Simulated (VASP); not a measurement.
**SnTe: single point with HSE06**

SnTe:

```
Sn Te
1.0
     0.00000    3.18221    3.18221
     3.18221    0.00000    3.18221
     3.18221    3.18221    0.00000
Sn Te
1 1
Direct
  0.00000 0.00000 0.00000
  0.50000 0.50000 0.50000
```

```yaml
Program: VASP 6.6.1
Task: single point
Functional: HSE06
Potentials_or_basis: VASP PAW PBE potentials, release 64 (Sn_d, Te)
Cutoff: 520 eV
k_mesh: 4 × 4 × 4
Occupations: fermi-dirac, width 0.02 eV
Spin: no spin polarisation
Dipole_correction: no
Grid_for_exact_exchange_PRECFOCK: Normal
Further_INCAR_settings: ALGO = Normal; EDIFF = 1e-06; NBANDS = 17
Share_of_exact_exchange: 0.25
Screening_parameter: 0.2079 1/Å
```

```json
{
 "Pressure": "-0.2 GPa",
 "Band gap on the k mesh": "0.19 eV"
}
```

Levels at points of the mesh, in eV from the valence-band top:
| k point | band 8 | band 9 | band 10 | band 11 | band 12 | band 13 |
| --- | --- | --- | --- | --- | --- | --- |
| (0.00, 0.00, 0.00) | -2.46 | -2.46 | -2.46 | 3.80 | 3.80 | 3.80 |
| (0.50, 0.00, 0.00) | -2.13 | -2.13 | 0.00 | 0.19 | 0.59 | 0.59 |
| (0.50, 0.50, 0.00) | -6.15 | -4.16 | -4.16 | 2.52 | 5.43 | 5.43 |

Run time: 26 min on 1 thread of Intel Xeon 8259CL, on a shared host, peak memory 0.33 GiB.

Caveat: the k points lie up to 0.43 Å⁻¹ apart; the PAW data sets were made with another functional, which shifts forces and pressure a little; spin-orbit coupling is left out, which moves the levels of the heavy elements. A k mesh can miss the band edges.
